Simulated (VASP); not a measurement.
A run of VASP 6.6.1 is set up as follows.

File INCAR:

```
SYSTEM = GaN
ALGO = Normal ; EDIFF = 1E-6
ENCUT = 600 ; GGA = PE
GGA_COMPAT = .False. ; ISIF = 2
ISMEAR = 0 ; LASPH = .True.
LCHARG = .False. ; LREAL = .False.
LWAVE = .False. ; NBANDS = 16
NELM = 120 ; PREC = Accurate
SIGMA = 0.02
```

KPOINTS

```
k-points
0
Gamma
  10 10 10
  0 0 0
```

POSCAR

```
GaN
1.0
    0.0000000000      2.2742385005      2.2742385005
    2.2742385005      0.0000000000      2.2742385005
    2.2742385005      2.2742385005      0.0000000000
Ga N
1 1
Direct
    0.0000000000      0.0000000000      0.0000000000
    0.2500000000      0.2500000000      0.2500000000
```

Potentials or basis: VASP PAW PBE potentials, release 64 (Ga_d, N).

Command:

```console
$ cat potpaw_PBE.64/Ga_d/POTCAR potpaw_PBE.64/N/POTCAR > POTCAR
$ mpirun -np 1 vasp_std > vasp.out
```

(1) Estimate the band gap on the k mesh.

(2) What does it give for the pressure?

## Answers

(1) 1.55 eV.

(2) 0.0 GPa.
